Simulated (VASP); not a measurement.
# NaLi4Hg (F-43m) in VASP: notebook, part 2 of 2

VASP 6.6.1.

### 3 Relaxation of cell and atoms, r2SCAN

This run uses another cell than the first one, of 14.67 Å³/atom, 0.741 times its volume.

POSCAR

```
NaLi4Hg
1.0
    0.0000000000      3.5304681950      3.5304681950
    3.5304681950      0.0000000000      3.5304681950
    3.5304681950      3.5304681950      0.0000000000
Na Li Hg
1 4 1
Direct
    0.2500000000      0.2500000000      0.2500000000
    0.6257700000      0.1226900000      0.6257700000
    0.6257700000      0.6257700000      0.1226900000
    0.6257700000      0.6257700000      0.6257700000
    0.1226900000      0.6257700000      0.6257700000
    0.0000000000      0.0000000000      0.0000000000
```

INCAR.step1

```
SYSTEM = NaLi4Hg
PREC = Accurate
ENCUT = 600
ISMEAR = 0
SIGMA = 0.1
LREAL = .False.
LASPH = .True.
NELM = 60
GGA = PE
ALGO = Normal
EDIFF = 1E-4
LWAVE = .True.
LCHARG = .False.
```

INCAR.step2

```
SYSTEM = NaLi4Hg
PREC = Accurate
ENCUT = 600
EDIFF = 1E-6
ISMEAR = 0
SIGMA = 0.1
LREAL = .False.
LASPH = .True.
NELM = 60
ALGO = Normal
ISIF = 3
LWAVE = .False.
LCHARG = .False.
METAGGA = R2SCAN
LMIXTAU = .True.
IBRION = 2
NSW = 90
EDIFFG = -0.04
ISTART = 1
```

KPOINTS

```
Automatic mesh
0
Gamma
  4 4 4
  0 0 0
```

Potentials or basis: VASP PAW PBE potentials, release 64 (Na_pv, Li_sv, Hg).

Command:

```
> cat potpaw_PBE.64/Na_pv/POTCAR potpaw_PBE.64/Li_sv/POTCAR potpaw_PBE.64/Hg/POTCAR > POTCAR
> cp INCAR.step1 INCAR
> mpirun -np 1 vasp_std > vasp.out
> cp INCAR.step2 INCAR
> mpirun -np 1 vasp_std > vasp.out
```

OUTCAR:

```text
SYSTEM = NaLi4Hg
   PREC = Accurate
   ENCUT = 600
   EDIFF = 1E-6
   ISMEAR = 0
   LREAL = .False.
   LASPH = .True.
   NELM = 60
   ISIF = 3
   METAGGA = R2SCAN
   IBRION = 2
   NSW = 90
   EDIFFG = -0.04
   ISTART = 1

 ion  position               nearest neighbor table
   1  0.250  0.250  0.250-   6 3.06   6 3.06   6 3.06   6 3.06
   2  0.626  0.123  0.626-   3 2.48   4 2.48   5 2.48   3 2.51   4 2.51   5 2.51   6 2.93   6 2.93
                             6 2.93
   3  0.626  0.626  0.123-   2 2.48   4 2.48   5 2.48   4 2.51   2 2.51   5 2.51   6 2.93   6 2.93
                             6 2.93
   4  0.626  0.626  0.626-   2 2.48   3 2.48   5 2.48   3 2.51   2 2.51   5 2.51   6 2.93   6 2.93
                             6 2.93
   5  0.123  0.626  0.626-   2 2.48   3 2.48   4 2.48   4 2.51   3 2.51   2 2.51   6 2.93   6 2.93
                             6 2.93
   6  0.000  0.000  0.000-   2 2.93   3 2.93   5 2.93   4 2.93   4 2.93   4 2.93   2 2.93   2 2.93
                             5 2.93   3 2.93   3 2.93   5 2.93   1 3.06   1 3.06   1 3.06   1 3.06

  LATTYP: Found a face centered cubic cell.
 ALAT       =     7.0609363900
[... 183 lines left out ...]
  band No.  band energies     occupation
      1     -45.2846      2.00000
      2     -45.1785      2.00000
      3     -45.1785      2.00000
      4     -45.1784      2.00000
      5     -21.9512      2.00000
      6     -21.9507      2.00000
[... 324 lines left out ...]
--------------------------------------- Ionic step        5  -------------------------------------------

 number of electron      30.9999999 magnetization

 Free energy of the ion-electron system (eV)
  ---------------------------------------------------
  ext. energy  EPLUGINS =         0.00000000
  ---------------------------------------------------
  free energy    TOTEN  =       -62.58318147 eV

  energy without entropy =      -62.56170078  energy(sigma->0) =      -62.57244112

 E-fermi :   1.5628     XC(G=0):  -8.7139

 val. band max:        1.5572772241   @ k =   0.0000   0.0000   0.0000
 cond. band min:       1.6631744919   @ k =   0.5000   0.2500   0.0000
 fundamental gap:      0.1058972678
 Fermi energy:         1.5627621172

 k-point     1 :       0.0000    0.0000    0.0000
  band No.  band energies     occupation
      1     -46.7866      2.00000
      2     -46.7469      2.00000
      3     -46.7469      2.00000
      4     -46.7469      2.00000
      5     -23.7304      2.00000
      6     -23.7300      2.00000
[... 198 lines left out ...]
  FREE ENERGIE OF THE ION-ELECTRON SYSTEM (eV)
  ---------------------------------------------------
  free  energy   TOTEN  =       -62.5831814664 eV

  energy  without entropy=      -62.5617007752  energy(sigma->0) =      -62.57244112

 reached required accuracy - stopping structural energy minimisation
```

OUTCAR.step1:

```text
SYSTEM = NaLi4Hg
   PREC = Accurate
   ENCUT = 600
   ISMEAR = 0
   LREAL = .False.
   LASPH = .True.
   NELM = 60
[... 397 lines left out ...]
      4.41852      4.41852      4.41852         0.086754      0.086754      0.086754
      4.41852      2.64241      2.64241         0.086754     -0.086754     -0.086754
      0.00000      0.00000      0.00000        -0.000000     -0.000000     -0.000000
 -----------------------------------------------------------------------------------
    total drift:                               -0.000000     -0.000000     -0.000000

  FREE ENERGIE OF THE ION-ELECTRON SYSTEM (eV)
  ---------------------------------------------------
  free  energy   TOTEN  =        -8.4573173735 eV

  energy  without entropy=       -8.4466700865  energy(sigma->0) =       -8.45199373
```

OSZICAR.step1:

```text
N       E                     dE             d eps       ncg     rms          rms(c)
DAV:   1     0.259351375243E+03    0.25935E+03   -0.16097E+04   304   0.198E+03
DAV:   2     0.202653650140E+02   -0.23909E+03   -0.23189E+03   304   0.488E+02
DAV:   3    -0.670341852407E+01   -0.26969E+02   -0.26047E+02   580   0.117E+02
DAV:   4    -0.919432706236E+01   -0.24909E+01   -0.23727E+01   431   0.374E+01
DAV:   5    -0.945277341483E+01   -0.25845E+00   -0.25828E+00   544   0.793E+00    0.521E+00
DAV:   6    -0.846994809148E+01    0.98283E+00   -0.43578E+00   350   0.156E+01    0.262E+00
DAV:   7    -0.847218684778E+01   -0.22388E-02   -0.34970E-01   408   0.354E+00    0.114E+00
DAV:   8    -0.845932078835E+01    0.12866E-01   -0.24090E-02   389   0.132E+00    0.244E-01
DAV:   9    -0.845732963550E+01    0.19912E-02   -0.60716E-03   392   0.614E-01    0.428E-02
DAV:  10    -0.845731737349E+01    0.12262E-04   -0.48196E-04   421   0.148E-01
   1 F= -.84573174E+01 E0= -.84519937E+01  d E =-.106473E-01
```

Run time: 3.9 min. Hardware: 1 thread of Intel Xeon 6975P-C (Granite Rapids), shared host; peak memory 0.26 GiB.

Results:

```yaml
Free_energy: -62.5832 eV
Relaxed_volume: 19.76 Å³/atom
Relaxed_cell: a = 5.514 Å, b = 5.514 Å, c = 5.514 Å, α = 60.00°, β = 60.00°, γ = 60.00°
Space_group_after_relaxing_to_0.05_Å: F-43m (No. 216)
Energy_gained_by_relaxing: 131.8 meV/atom
Ionic_steps: 5
Pressure_after_relaxing: -0.1 GPa
Largest_force_after_relaxing: 0.029 eV/Å
```

Forces on the atoms (eV/Å):
```
Na   0.000  0.000  0.000
Li   0.017 -0.017  0.017
Li   0.017  0.017 -0.017
Li  -0.017 -0.017 -0.017
Li  -0.017  0.017  0.017
Hg   0.000  0.000  0.000
```

The path:
```csv
step,energy change (eV),largest force (eV/Å),pressure (GPa),volume (Å³)
1,0.0000,0.1456,10.56,88.01
2,-0.5793,0.1428,4.37,100.91
3,-0.7788,0.0587,0.79,113.72
4,-0.7899,0.0565,0.24,117.04
5,-0.7910,0.0295,-0.05,118.54
```

Final structure:
```
CELL_PARAMETERS angstrom
0.00000 3.89889 3.89889
3.89889 0.00000 3.89889
3.89889 3.89889 0.00000
ATOMIC_POSITIONS crystal
Na 0.25000 0.25000 0.25000
Li 0.62702 0.11895 0.62702
Li 0.62702 0.62702 0.11895
Li 0.62702 0.62702 0.62702
Li 0.11895 0.62702 0.62702
Hg 0.00000 0.00000 0.00000
```

Caveat: the k points lie up to 0.35 Å⁻¹ apart in the final cell; the cutoff is under 1.25 times the usual one of these potentials, so pressure, stress and relaxed cells hold a basis-set (Pulay) error; the volume moved by over 15 % at a fixed basis, so the end points are rough; the PAW data sets were made with another functional, which shifts forces and pressure a little; spin-orbit coupling is left out, which moves the levels of the heavy elements.
